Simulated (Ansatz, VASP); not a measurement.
## LuAlN2: VASP beside Ansatz

```
Al N Lu
1.0
     3.12737    0.00000    0.00000
     0.00000    3.12737    0.00000
     0.00000    0.00000    4.42020
Al N Lu
1 2 1
Cartesian
  0.0000 0.0000 0.0000
  0.0000 0.0000 2.2101
  1.5637 1.5637 0.0000
  1.5637 1.5637 2.2101
```

Alike in both runs: task single point; functional PBE; k mesh 6 × 6 × 6; no spin polarisation.

```csv
,VASP,Ansatz
version,VASP 6.6.1,Ansatz 0.2.0
potentials or method,"VASP PAW PBE potentials, release 64 (Al, N, Lu)","plane waves, PAW"
plane-wave cutoff (eV),520,420
occupations,"gaussian, width 0.01 eV",fixed
valence electrons in the cell,38,38
```

Ansatz gave:

```
gap on the k mesh at the Fermi level (eV) : 0.33
pressure (GPa)                            : 13.2
```

Problem. Estimate VASP's values.

Solution. gap on the k mesh at the Fermi level (eV): 0.34; pressure (GPa): 14.2.

Neither program's run includes spin-orbit coupling.
